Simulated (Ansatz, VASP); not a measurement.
**BN in VASP and in Ansatz**

INCAR

```
SYSTEM = BN
PREC = Accurate
ENCUT = 600
EDIFF = 1E-6
ISMEAR = 0
SIGMA = 0.05
LREAL = .False.
LASPH = .True.
NELM = 120
ALGO = Normal
ISIF = 2
LWAVE = .False.
LCHARG = .False.
GGA = PE
NBANDS = 11
GGA_COMPAT = .False.
```

The input KPOINTS:

```
regular mesh
0
Gamma
  12 12 12
  0 0 0
```

Contents of POSCAR:

```
BN
1.0
    0.0000000000      1.9096086729      1.9096086729
    1.9096086729      0.0000000000      1.9096086729
    1.8113274799      1.8113274799      0.0982811930
B N
1 1
Direct
    0.0000000000      0.0000000000      0.0000000000
    0.7500000000      0.7500000000      0.7500000000
```

Input for Ansatz:

```yaml
crystal:
  lattice:
    - [0.0, 1.9096086729, 1.9096086729]
    - [1.9096086729, 0.0, 1.9096086729]
    - [1.8113274799, 1.8113274799, 0.098281193]
  atoms:
    - { symbol: B, position: [0.0, 0.0, 0.0] }
    - { symbol: "N", position: [0.75, 0.75, 0.75] }
basis:
  ecutwfc: 520.0
kpoints:
  mp_grid: { grid: [12, 12, 12] }
hamiltonian:
  xc: pbe
  pseudopotentials: { kind: paw, azcp: { folder: soft_1 } }
scf:
  occupations: { method: gaussian, width: 0.05 }
output:
  forces: true
  stress: true
  eigenvalues: true
```

Alike in both runs: task single point; functional PBE; k mesh 12 × 12 × 12; occupations gaussian, width 0.05 eV; no spin polarisation.

|  | VASP | Ansatz |
| --- | --- | --- |
| version | VASP 6.6.1 | Ansatz 0.2.0 |
| potentials or method | VASP PAW PBE potentials, release 64 (B, N), cutoff 600 eV | scalar-relativistic, plane waves, PAW |
| valence electrons in the cell | 8 | 8 |

|  | VASP | Ansatz | Ansatz less VASP |
| --- | --- | --- | --- |
| gap on the k mesh at the Fermi level (eV) | 4.17 | 4.17 | +0.004 |
| least direct gap on the mesh (eV) | 7.60 | 7.59 | -0.013 |
| pressure (GPa) | -22.1 | -22.0 | +0.08 |
| traceless stress, the component that is largest in VASP (GPa) | 20.21 | 20.05 | -0.155 |
| rms of the force components (eV/Å) | 0.076 | 0.064 | -0.0124 |

Atom by atom the forces differ by 0.012 eV/Å (rms over components).
